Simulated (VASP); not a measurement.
A run of VASP 6.6.1 is set up as follows.

The input INCAR:

```
SYSTEM = KMgF3
PREC = Accurate ; ENCUT = 600
EDIFF = 1E-7 ; ISMEAR = 0
SIGMA = 0.01 ; LREAL = .False.
LASPH = .True. ; NELM = 100
ALGO = Normal ; ISIF = 3
LWAVE = .False. ; LCHARG = .False.
GGA = CA ; IBRION = 2
NSW = 80 ; EDIFFG = -0.002
```

The input KPOINTS:

```
Automatic mesh
0
Gamma
  6 6 6
  0 0 0
```

Contents of POSCAR:

```
KMgF3
1.0
    4.0060000000      0.0000000000      0.0000000000
    0.0000000000      4.0060000000      0.0000000000
    0.0000000000      0.0000000000      4.0060000000
K Mg F
1 1 3
Direct
    0.5000000000      0.5000000000      0.5000000000
    0.0000000000      0.0000000000      0.0000000000
    0.5000000000      0.0000000000      0.0000000000
    0.0000000000      0.5000000000      0.0000000000
    0.0000000000      0.0000000000      0.5000000000
```

Potentials or basis: VASP PAW LDA potentials, release 64 (K_sv, Mg, F).

Run with:

```bash
$ cat potpaw_LDA.64/K_sv/POTCAR potpaw_LDA.64/Mg/POTCAR potpaw_LDA.64/F/POTCAR > POTCAR
$ mpirun -np 1 vasp_std > vasp.out
```

(1) Estimate the relaxed volume.

(2) Predict the space group after relaxing (to 0.05 Å).

(3) Predict the relaxed cell.

Results:

(1) 11.80 Å³/atom.

(2) Pm-3m (No. 221).

(3) a = 3.892 Å, b = 3.892 Å, c = 3.892 Å, α = 90.00°, β = 90.00°, γ = 90.00°.
